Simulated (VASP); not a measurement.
# Ge (Cmcm) in VASP: a series of runs, part 2 of 2

VASP 6.6.1. Earlier steps stand in the parts before.

### Step 3. Single point, LDA

Input file INCAR:

```
SYSTEM = Ge
ALGO     = Normal         ! electronic algorithm
EDIFF    = 1E-6           ! SCF threshold, eV
ENCUT    = 520            ! plane-wave cutoff, eV
ISIF     = 2              ! what is computed and relaxed
ISMEAR   = 0              ! smearing method
LASPH    = .TRUE.         ! aspherical terms in the spheres
LCHARG   = .FALSE.        ! write CHGCAR
LREAL    = .FALSE.        ! projectors in reciprocal space
LWAVE    = .FALSE.        ! write WAVECAR
NBANDS   = 21             ! bands
NELM     = 100            ! most SCF steps
PREC     = Accurate       ! precision mode
SIGMA    = 0.15           ! smearing width, eV
```

Input file KPOINTS:

```
k-points
0
G
  20 20 12
  0 0 0
```

Input file POSCAR:

```
Ge
1.0
    1.4880529250     -2.5946896100      0.0000000000
    1.4880529250      2.5946896100      0.0000000000
    0.0000000000      0.0000000000      4.7275957900
Ge
2
Direct
    0.6665533700      0.3334466300      0.2500000000
    0.3334466300      0.6665533700      0.7500000000
```

Potentials or basis: VASP PAW LDA potentials, release 64 (Ge_d).

Command:

```console
$ cat potpaw_LDA.64/Ge_d/POTCAR > POTCAR
$ mpirun -np 1 vasp_std > vasp.out
```

OUTCAR:

```text
SYSTEM = Ge
   EDIFF = 1E-6
   ENCUT = 520
   ISIF = 2
   ISMEAR = 0
   LASPH = .TRUE.
   LREAL = .FALSE.
   NELM = 100
   PREC = Accurate

 ion  position               nearest neighbor table
   1  0.667  0.333  0.250-
   2  0.333  0.667  0.750-

  LATTYP: Found a base centered orthorhombic cell.
 ALAT       =     2.9761058500
 B/A-ratio  =     1.7436809984
 C/A-ratio  =     1.5885173540

  Lattice vectors:

 A1 = (   1.4880529250,  -2.5946896100,   0.0000000000)
 A2 = (   1.4880529250,   2.5946896100,   0.0000000000)
 A3 = (   0.0000000000,   0.0000000000,   4.7275957900)

Analysis of symmetry for initial positions (statically):
=====================================================================
 Subroutine PRICEL returns:
 Original cell was already a primitive cell.

 Routine SETGRP: Setting up the symmetry group for a
 base centered orthorhombic supercell.

 Subroutine GETGRP returns: Found  8 space group operations
 (whereof  4 operations were pure point group operations)
 out of a pool of  8 trial point group operations.

The static configuration has the point symmetry C_2h.
 The point group associated with its full space group is D_2h.

Analysis of symmetry for dynamics (positions and initial velocities):
=====================================================================
 Subroutine PRICEL returns:
 Original cell was already a primitive cell.

 Routine SETGRP: Setting up the symmetry group for a
 base centered orthorhombic supercell.

 Subroutine GETGRP returns: Found  8 space group operations
 (whereof  4 operations were pure point group operations)
 out of a pool of  8 trial point group operations.

The dynamic configuration has the point symmetry C_2h.
 The point group associated with its full space group is D_2h.

 Subroutine INISYM returns: Found  8 space group operations
 (whereof  4 operations are pure point group operations),
 and found     1 'primitive' translations

[... 104 lines left out ...]
   PSTRESS=    0.0 pullay stress
   NELECT =      28.0000    total number of electrons
   NUPDOWN=      -1.0000    fix difference up-down
   EMIN   =  10.00;   EMAX   =-10.00  energy-range for DOS
   EFERMI =   0.00;   METHOD = LEGACY
   ISMEAR =     0;   SIGMA  =   0.15  broadening in eV -4-tet -1-fermi 0-gaus
   EFERMI_NEDOS =   21; number of points for ismear=-14 and -15
   IALGO  =     38    algorithm
   IMIX   =      4    mixing-type and parameters
     AMIX     =   0.40;   BMIX     =  1.00
     AMIX_MAG =   1.60;   BMIX_MAG =  1.00
  volume/ion in A,a.u.               =      18.25       123.18
  Fermi-wavevector in a.u.,A,eV,Ry     =   1.498544  2.831837 30.553703  2.245634
  Thomas-Fermi vector in A             =   2.610289
   LORBIT       =      0    0 simple, 1 ext, 2 COOP (PROOUT), +10 PAW based schemes
   GGA     = CA    functional components
   LHFCALC =     F    Hartree Fock is set to
   AEXX    =    0.0000 exact exchange contribution
   IVDW    =     0    specifies the selected vdW correction
   LEPSILON=     F    determine dielectric tensor
   LRPA    =     F    only Hartree local field effects (RPA)
 non-spin polarized calculation
 Gauss-broadening in eV      SIGMA  =   0.15
  energy-cutoff  :      520.00
  volume of cell :       36.51
 maximum number of plane-waves:      1014
   NGX = 11   NGY = 11   NGZ = 17

 number of electron      28.0000012 magnetization

 Free energy of the ion-electron system (eV)
  ---------------------------------------------------
  ext. energy  EPLUGINS =         0.00000000
  ---------------------------------------------------
  free energy    TOTEN  =        -9.77210408 eV

  energy without entropy =       -9.76165422  energy(sigma->0) =       -9.76687915

 E-fermi :   6.8638     XC(G=0): -11.7458

 val. band max:        6.8620931192   @ k =  -0.4500   0.2000   0.3333
 cond. band min:       6.8686112132   @ k =   0.4500   0.4000   0.0000
 fundamental gap:      0.0065180940
 Fermi energy:         6.8638357928

 k-point     1 :       0.0000    0.0000    0.0000
  band No.  band energies     occupation
      1     -17.9530      2.00000
      2     -17.9441      2.00000
      3     -17.9410      2.00000
      4     -17.9404      2.00000
      5     -17.9350      2.00000
      6     -17.9317      2.00000
[... 565 lines left out ...]
     20      17.8364      0.00000
     21      20.5793      0.00000

 [... further k-points ...]
[... 5 lines left out ...]
  --------------------------------------------------------------------------------------
  -------------------------------------------------------------------------------------
  Total       -0.4370271     -0.4447965     -0.0304136      0.0000000      0.0000000      0.0000000
  in kB      -19.1798345    -19.5208076     -1.3347613      0.0000000      0.0000000      0.0000000
  external PRESSURE =     -13.3451345 kB  Pullay stress =       0.0000000 kB

 VOLUME and BASIS-vectors are now :
 -----------------------------------------------------------------------------
  energy-cutoff  :      520.00
  volume of cell :       36.51
      direct lattice vectors                 reciprocal lattice vectors
     1.488052925 -2.594689610  0.000000000     0.336009554 -0.192701277  0.000000000
     1.488052925  2.594689610  0.000000000     0.336009554  0.192701277  0.000000000
     0.000000000  0.000000000  4.727595790     0.000000000  0.000000000  0.211524006

 POSITION                                       TOTAL-FORCE (eV/Angst)
 -----------------------------------------------------------------------------------
      1.48805     -0.86431      1.18190         0.000000      0.003552     -0.000000
      1.48805      0.86431      3.54570         0.000000     -0.003552      0.000000
 -----------------------------------------------------------------------------------
    total drift:                               -0.000000     -0.000000      0.000000

  FREE ENERGIE OF THE ION-ELECTRON SYSTEM (eV)
  ---------------------------------------------------
  free  energy   TOTEN  =        -9.7721040770 eV

  energy  without entropy=       -9.7616542221  energy(sigma->0) =       -9.76687915
```

stdout:

```text
POSCAR found type information on POSCAR Ge
 POSCAR found :  1 types and       2 ions
 scaLAPACK will be used
 LDA part: xc-table for (Slater(with rela. corr.)+CA(PZ))
 , standard interpolation
 POSCAR, INCAR and KPOINTS ok, starting setup
 FFT: planning ... GRIDC
 FFT: planning ... GRID_SOFT
 FFT: planning ... GRID
 WAVECAR not read
 entering main loop
```

Run time: 2.6 min. Hardware: 1 thread of Intel Xeon Platinum 8488C (Sapphire Rapids), shared host; peak memory 0.52 GiB.

What came out:

| Item | Value |
| --- | --- |
| Free energy | -9.7721 eV |
| Pressure | -1.3 GPa |
| Largest force | 0.004 eV/Å |
| Band gap on the k mesh | zero (band 14 reaches 13.52 eV, above the bottom of band 15 at 3.96 eV) |

Forces in eV/Å, atoms in the order of the input:
```
Ge   0.000  0.004  0.000
Ge   0.000 -0.004  0.000
```
